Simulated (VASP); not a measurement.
A run of VASP 6.6.1 is set up as follows.

File INCAR:

```
PREC = Accurate
ENCUT = 520
EDIFF = 1E-6
ISMEAR = 0
SIGMA = 0.1
LREAL = False
LASPH = True
NELM = 150
ALGO = Normal
ISIF = 2
LWAVE = False
LCHARG = False
ISPIN = 2
MAGMOM = 0.28 0
LORBIT = 11
LMAXMIX = 4
GGA = PE
NBANDS = 21
```

The input KPOINTS:

```
regular mesh
0
Gamma
  6 6 6
```

The input POSCAR:

```
MoSe
1.0
    0.0000000000      2.8400732036      2.8400732036
    2.8400732036      0.0000000000      2.8400732036
    2.8400732036      2.8400732036      0.0000000000
Mo Se
1 1
Direct
    0.0000000000      0.0000000000      0.0000000000
    0.2500000000      0.2500000000      0.2500000000
```

Potentials or basis: VASP PAW PBE potentials, release 64 (Mo_sv, Se).

Launch:

```bash
$ cat potpaw_PBE.64/Mo_sv/POTCAR potpaw_PBE.64/Se/POTCAR > POTCAR
$ mpirun -np 1 vasp_std > vasp.out
```

Q: What does it give for the site moments?

A: Mo +1.05; Se -0.01 μB.

Q: What does it give for the pressure?

A: 0.2 GPa.

Q: What does it give for the net moment?

A: 1.19 μB per cell.
